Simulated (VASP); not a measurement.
# Br (Fm-3m) in VASP: further runs

Br is run at these levels: PBE; tasks: relaxation of cell and atoms, single point.

All numbers are computed with VASP 6.6.1; they aren't measurements. Logs are shortened: lines on timing, memory, paths and dates and some standing lists are left out, and cuts for length are marked.

### 1 The cell of the first run

The structure is cubic, space group Fm-3m (No. 225). The conventional cell has a = 4.710 Å, b = 4.710 Å, c = 4.710 Å, α = 90.00°, β = 90.00°, γ = 90.00°. Within 4.4 Å of Br (site symmetry m-3m) lie 12 Br at 3.33 Å.

### 2 Relaxation of cell and atoms, PBE

The input, INCAR:

```
ALGO = Normal
EDIFF = 1E-7
EDIFFG = -0.03
ENCUT = 500
GGA = PE
GGA_COMPAT = F
IBRION = 2
ISIF = 3
ISMEAR = -1
LASPH = T
LCHARG = F
LREAL = F
LWAVE = F
NELM = 120
NELMIN = 4
NSW = 60
PREC = Accurate
SIGMA = 0.02
```

The input, KPOINTS:

```
k-points
0
Gamma
  8 8 8
```

The input, POSCAR:

```
Br
1.0
    0.0000000000      2.3550000000      2.3550000000
    2.3550000000      0.0000000000      2.3550000000
    2.3550000000      2.3550000000      0.0000000000
Br
1
Direct
    0.0000000000      0.0000000000      0.0000000000
```

Potentials or basis: VASP PAW PBE potentials, release 64 (Br).

Launch:

```sh
$ cat potpaw_PBE.64/Br/POTCAR > POTCAR
$ mpirun -np 1 vasp_std > vasp.out
```

OUTCAR:

```text
EDIFF = 1E-7
   EDIFFG = -0.03
   ENCUT = 500
   GGA = PE
   IBRION = 2
   ISIF = 3
   ISMEAR = -1
   LASPH = T
   LREAL = F
   NELM = 120
   NELMIN = 4
   NSW = 60
   PREC = Accurate

 ion  position               nearest neighbor table
   1  0.000  0.000  0.000-

  LATTYP: Found a face centered cubic cell.
 ALAT       =     4.7100000000

  Lattice vectors:

 A1 = (   0.0000000000,   2.3550000000,   2.3550000000)
 A2 = (   2.3550000000,   0.0000000000,   2.3550000000)
 A3 = (   2.3550000000,   2.3550000000,   0.0000000000)

Analysis of symmetry for initial positions (statically):
=====================================================================
 Subroutine PRICEL returns:
 Original cell was already a primitive cell.

 Routine SETGRP: Setting up the symmetry group for a
 face centered cubic supercell.

 Subroutine GETGRP returns: Found 48 space group operations
 (whereof 48 operations were pure point group operations)
 out of a pool of 48 trial point group operations.

The static configuration has the point symmetry O_h .

Analysis of symmetry for dynamics (positions and initial velocities):
=====================================================================
 Subroutine PRICEL returns:
 Original cell was already a primitive cell.

 Routine SETGRP: Setting up the symmetry group for a
 face centered cubic supercell.

 Subroutine GETGRP returns: Found 48 space group operations
 (whereof 48 operations were pure point group operations)
 out of a pool of 48 trial point group operations.

The dynamic configuration has the point symmetry O_h .

 Subroutine INISYM returns: Found 48 space group operations
 (whereof 48 operations are pure point group operations),
 and found     1 'primitive' translations

----------------------------------------------------------------------------------------

                                     Primitive cell

  volume of cell :      26.1218

  direct lattice vectors                    reciprocal lattice vectors
     0.000000000  2.355000000  2.355000000    -0.212314225  0.212314225  0.212314225
     2.355000000  0.000000000  2.355000000     0.212314225 -0.212314225  0.212314225
     2.355000000  2.355000000  0.000000000     0.212314225  0.212314225 -0.212314225

  length of vectors
     3.330472939  3.330472939  3.330472939     0.367739025  0.367739025  0.367739025

  position of ions in fractional coordinates (direct lattice)
     0.000000000  0.000000000  0.000000000

  ion indices of the primitive-cell ions
   primitive index   ion index
                 1           1

----------------------------------------------------------------------------------------

 KPOINTS: k-points

Automatic generation of k-mesh.
 Grid dimensions read from file:
 generate k-points for:    8    8    8

 Generating k-lattice:

  Cartesian coordinates                     Fractional coordinates (reciprocal lattice)
    -0.026539278  0.026539278  0.026539278     0.125000000  0.000000000  0.000000000
     0.026539278 -0.026539278  0.026539278     0.000000000  0.125000000  0.000000000
     0.026539278  0.026539278 -0.026539278     0.000000000  0.000000000  0.125000000

  Length of vectors
     0.045967378  0.045967378  0.045967378

  Shift w.r.t. Gamma in fractional coordinates (k-lattice)
     0.000000000  0.000000000  0.000000000

 Subroutine IBZKPT returns following result:
 ===========================================

 Found     29 irreducible k-points:

 Following reciprocal coordinates:
            Coordinates               Weight
  0.000000  0.000000  0.000000      1.000000
  0.125000  0.000000  0.000000      8.000000
  0.250000  0.000000  0.000000      8.000000
  0.375000  0.000000  0.000000      8.000000
[... 36 lines left out ...]
   LASPH  =      T    aspherical Exc in radial PAW
   ENCUT  =  500.0 eV  36.75 Ry    6.06 a.u.   6.07  6.07  6.07*2*pi/ulx,y,z
   NELM   =    120;   NELMIN=  4; NELMDL= -5     # of ELM steps
   EDIFF  = 0.1E-06   stopping-criterion for ELM
   LREAL  =      F    real-space projection
   EDIFFG = -.3E-01   stopping-criterion for IOM
   NSW    =     60    number of steps for IOM
   IBRION =      2    ionic relax: 0-MD 1-quasi-New 2-CG
   NFREE  =      1    steps in history (QN), initial steepest desc. (CG)
   ISIF   =      3    stress and relaxation
   ISYM   =      2    0-nonsym 1-usesym 2-fastsym
   POTIM  = 0.5000    time-step for ionic-motion
   TEBEG  =    0.0;   TEEND  =   0.0 temperature during run
   PSTRESS=    0.0 pullay stress
   NELECT =       7.0000    total number of electrons
   NUPDOWN=      -1.0000    fix difference up-down
   EMIN   =  10.00;   EMAX   =-10.00  energy-range for DOS
   EFERMI =   0.00;   METHOD = LEGACY
   ISMEAR =    -1;   SIGMA  =   0.02  broadening in eV -4-tet -1-fermi 0-gaus
   EFERMI_NEDOS =   21; number of points for ismear=-14 and -15
   IALGO  =     38    algorithm
   IMIX   =      4    mixing-type and parameters
     AMIX     =   0.40;   BMIX     =  1.00
     AMIX_MAG =   1.60;   BMIX_MAG =  1.00
  volume/ion in A,a.u.               =      26.12       176.28
  Fermi-wavevector in a.u.,A,eV,Ry     =   1.055456  1.994522 15.156704  1.113986
  Thomas-Fermi vector in A             =   2.190654
   LORBIT       =      0    0 simple, 1 ext, 2 COOP (PROOUT), +10 PAW based schemes
   GGA     = PE    functional components
   LHFCALC =     F    Hartree Fock is set to
   AEXX    =    0.0000 exact exchange contribution
   IVDW    =     0    specifies the selected vdW correction
   LEPSILON=     F    determine dielectric tensor
   LRPA    =     F    only Hartree local field effects (RPA)
 conjugate gradient relaxation of ions
 non-spin polarized calculation
  energy-cutoff  :      500.00
  volume of cell :       26.12
 maximum number of plane-waves:       684
   NGX = 13   NGY = 13   NGZ = 13

--------------------------------------- Ionic step        1  -------------------------------------------

 number of electron       7.0000001 magnetization

 Free energy of the ion-electron system (eV)
  ---------------------------------------------------
  ext. energy  EPLUGINS =         0.00000000
  ---------------------------------------------------
  free energy    TOTEN  =        -0.97724756 eV

  energy without entropy =       -0.97460895  energy(sigma->0) =       -0.97592825

------------------------ aborting loop because EDIFF is reached ----------------------------------------

  FORCE on cell =-STRESS in cart. coord.  units (eV):
  Direction    XX          YY          ZZ          XY          YZ          ZX
  --------------------------------------------------------------------------------------
  -------------------------------------------------------------------------------------
  Total        0.0426684      0.0426684      0.0426684      0.0000000     -0.0000000      0.0000000
  in kB        2.6170616      2.6170616      2.6170616      0.0000000     -0.0000000      0.0000000
  external PRESSURE =       2.6170616 kB  Pullay stress =       0.0000000 kB

 VOLUME and BASIS-vectors are now :
 -----------------------------------------------------------------------------
  energy-cutoff  :      500.00
  volume of cell :       26.12
      direct lattice vectors                 reciprocal lattice vectors
     0.000000000  2.355000000  2.355000000    -0.212314225  0.212314225  0.212314225
     2.355000000  0.000000000  2.355000000     0.212314225 -0.212314225  0.212314225
     2.355000000  2.355000000  0.000000000     0.212314225  0.212314225 -0.212314225

 POSITION                                       TOTAL-FORCE (eV/Angst)
 -----------------------------------------------------------------------------------
      0.00000      0.00000      0.00000         0.000000      0.000000      0.000000
 -----------------------------------------------------------------------------------
    total drift:                                0.000000      0.000000      0.000000

  FREE ENERGIE OF THE ION-ELECTRON SYSTEM (eV)
  ---------------------------------------------------
  free  energy   TOTEN  =        -0.9772475573 eV

  energy  without entropy=       -0.9746089524  energy(sigma->0) =       -0.97592825

--------------------------------------- Ionic step        2  -------------------------------------------

 number of electron       7.0000001 magnetization

 Free energy of the ion-electron system (eV)
  ---------------------------------------------------
  ext. energy  EPLUGINS =         0.00000000
  ---------------------------------------------------
  free energy    TOTEN  =        -0.97741951 eV

  energy without entropy =       -0.97477374  energy(sigma->0) =       -0.97609662

 E-fermi :   1.5543     XC(G=0):  -9.3277

 val. band max:        1.4568422154   @ k =   0.3750   0.1250   0.0000
 cond. band min:       1.5594202743   @ k =   0.3750   0.1250   0.0000
 fundamental gap:      0.1025780589
 Fermi energy:         1.5542596829

 k-point     1 :       0.0000    0.0000    0.0000
  band No.  band energies     occupation
      1     -13.7221      2.00000
      2       2.4342      0.00000
      3       2.4342      0.00000
      4       2.4342      0.00000
      5       9.5729      0.00000
      6      14.1122      0.00000
      7      14.1122      0.00000
[... 221 lines left out ...]
 k-point    24 :      -0.3750    0.2500    0.1250
  band No.  band energies     occupation
      1     -12.1076      2.00000
      2      -2.3791      2.00000
      3       0.0346      2.00000
      4       1.1898      2.00000
      5      11.3723      0.00000
      6      11.8573      0.00000
      7      15.4865      0.00000

 [... further k-points ...]
[... 5 lines left out ...]
  --------------------------------------------------------------------------------------
  -------------------------------------------------------------------------------------
  Total        0.0132352      0.0132352      0.0132352     -0.0000000      0.0000000      0.0000000
  in kB        0.8067904      0.8067904      0.8067904     -0.0000000      0.0000000      0.0000000
  external PRESSURE =       0.8067904 kB  Pullay stress =       0.0000000 kB

 VOLUME and BASIS-vectors are now :
 -----------------------------------------------------------------------------
  energy-cutoff  :      500.00
  volume of cell :       26.28
      direct lattice vectors                 reciprocal lattice vectors
     0.000000000  2.359847616  2.359847616    -0.211878088  0.211878088  0.211878088
     2.359847616 -0.000000000  2.359847616     0.211878088 -0.211878088  0.211878088
     2.359847616  2.359847616  0.000000000     0.211878088  0.211878088 -0.211878088

 POSITION                                       TOTAL-FORCE (eV/Angst)
 -----------------------------------------------------------------------------------
      0.00000     -0.00000      0.00000         0.000000      0.000000     -0.000000
 -----------------------------------------------------------------------------------
    total drift:                                0.000000     -0.000000     -0.000000

  FREE ENERGIE OF THE ION-ELECTRON SYSTEM (eV)
  ---------------------------------------------------
  free  energy   TOTEN  =        -0.9774195101 eV

  energy  without entropy=       -0.9747737398  energy(sigma->0) =       -0.97609662

 reached required accuracy - stopping structural energy minimisation
```

Wall time 4.5 s (1 thread of Intel Xeon Platinum 8375C at 2.90GHz (Ice Lake), shared host); peak memory 0.14 GiB.

What came out:

```
Free energy                           : -0.9774 eV
Relaxed volume                        : 26.28 Å³/atom
Relaxed cell                          : a = 3.337 Å, b = 3.337 Å, c = 3.337 Å, α = 60.00°, β = 60.00°, γ = 60.00°
Space group after relaxing (to 0.1 Å) : Fm-3m (No. 225)
Energy gained by relaxing             : 0.2 meV/atom
Ionic steps                           : 2
Pressure after relaxing               : 0.1 GPa
Band gap on the k mesh                : zero (an odd number of electrons rules out a gap without spin polarisation)
```

The path:
| step | energy change (eV) | largest force (eV/Å) | pressure (GPa) | volume (Å³) |
| --- | --- | --- | --- | --- |
| 1 | 0.0000 | 0.0000 | 0.26 | 26.12 |
| 2 | -0.0002 | 0.0000 | 0.08 | 26.28 |

Final structure:
```
CELL_PARAMETERS angstrom
0.00000 2.35985 2.35985
2.35985 0.00000 2.35985
2.35985 2.35985 0.00000
ATOMIC_POSITIONS crystal
Br 0.00000 0.00000 0.00000
```

Caveat: an odd number of electrons without spin polarisation forces a metal; a magnetic or distorted state may lie lower.

### 3 Single point, PBE

This run uses another cell than the first one, of 26.35 Å³/atom.

The input, INCAR:

```
  PREC = Accurate
  ENCUT = 520
  EDIFF = 1E-6
  ISMEAR = -1
  SIGMA = 0.02
  LREAL = False
  LASPH = True
  NELM = 60
  ALGO = Normal
  ISIF = 2
  LWAVE = False
  LCHARG = False
  GGA = PE
  NBANDS = 10
```

The input, KPOINTS:

```
Automatic mesh
0
Gamma
  8 8 8
```

The input, POSCAR:

```
Br
1.0
    0.0000000000      2.3618855945      2.3618855945
    2.3618855945      0.0000000000      2.3618855945
    2.3618855945      2.3618855945      0.0000000000
Br
1
Direct
    0.0000000000      0.0000000000      0.0000000000
```

Potentials or basis: VASP PAW PBE potentials, release 64 (Br).

Launch:

```sh
$ cat potpaw_PBE.64/Br/POTCAR > POTCAR
$ mpirun -np 1 vasp_std > vasp.out
```

It took 7.4 s on 1 thread of Intel Xeon Platinum 8375C at 2.90GHz (Ice Lake), shared host; peak memory 0.15 GiB.

Results (log left out):

* Free energy: -0.9775 eV
* Pressure: 0.0 GPa
* Band gap on the k mesh: zero (an odd number of electrons rules out a gap without spin polarisation)

Levels at points of the mesh, in eV from the Fermi level:
| k point | band 2 | band 3 | band 4 | band 5 | band 6 | band 7 |
| --- | --- | --- | --- | --- | --- | --- |
| (0.00, 0.00, 0.00) | 0.88 | 0.88 | 0.88 | 8.00 | 12.56 | 12.56 |
| (0.50, 0.00, 0.00) | -4.50 | 0.24 | 0.24 | 8.38 | 11.92 | 11.92 |
| (0.50, 0.50, 0.00) | -4.00 | -1.06 | -1.06 | 6.66 | 7.85 | 18.58 |

Caveat: an odd number of electrons without spin polarisation forces a metal; a magnetic or distorted state may lie lower.
